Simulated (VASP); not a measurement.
A run of VASP 6.6.1 is set up as follows.

Contents of POSCAR:

```
AlFe3
1.0
    0.0000000000      2.9477588117      2.9477588117
    2.9477588117      0.0000000000      2.9477588117
    2.9477588117      2.9477588117      0.0000000000
Al Fe
1 3
Direct
    0.0000000000      0.0000000000      0.0000000000
    0.5000000000      0.5000000000      0.5000000000
    0.2500000000      0.2500000000      0.2500000000
    0.7500000000      0.7500000000      0.7500000000
```

INCAR.step1

```
SYSTEM = AlFe3
PREC = Accurate ; ENCUT = 520
ISMEAR = 0 ; SIGMA = 0.1
LREAL = .False. ; LASPH = .True.
NELM = 150 ; ISPIN = 2
MAGMOM = -0.13 2.9 2.89 2.89 ; LMAXMIX = 4
NBANDS = 26 ; GGA = PE
ALGO = Normal ; EDIFF = 1E-4
LWAVE = .True. ; LCHARG = .False.
```

Contents of INCAR.step2:

```
SYSTEM = AlFe3
PREC = Accurate ; ENCUT = 520
EDIFF = 1E-6 ; ISMEAR = 0
SIGMA = 0.1 ; LREAL = .False.
LASPH = .True. ; NELM = 150
ALGO = Normal ; ISIF = 2
LWAVE = .False. ; LCHARG = .False.
ISPIN = 2 ; MAGMOM = -0.13 2.9 2.89 2.89
LORBIT = 11 ; LMAXMIX = 4
METAGGA = R2SCAN ; LMIXTAU = .True.
NBANDS = 26 ; ISTART = 1
```

The input KPOINTS:

```
Automatic mesh
0
Gamma
  12 12 12
  0 0 0
```

Potentials or basis: VASP PAW PBE potentials, release 64 (Al, Fe).

Run with:

```sh
$ cat potpaw_PBE.64/Al/POTCAR potpaw_PBE.64/Fe/POTCAR > POTCAR
$ cp INCAR.step1 INCAR
$ mpirun -np 1 vasp_std > vasp.out
$ cp INCAR.step2 INCAR
$ mpirun -np 1 vasp_std > vasp.out
```

Problem. Estimate the pressure.

Solution. -7.7 GPa.

Problem. Estimate the site moments.

Solution. Al -0.08; Fe +2.68, +2.74 (each value once) μB.

Caveat: the cell stands under tension; the PAW data sets were made with another functional, which shifts forces and pressure a little.
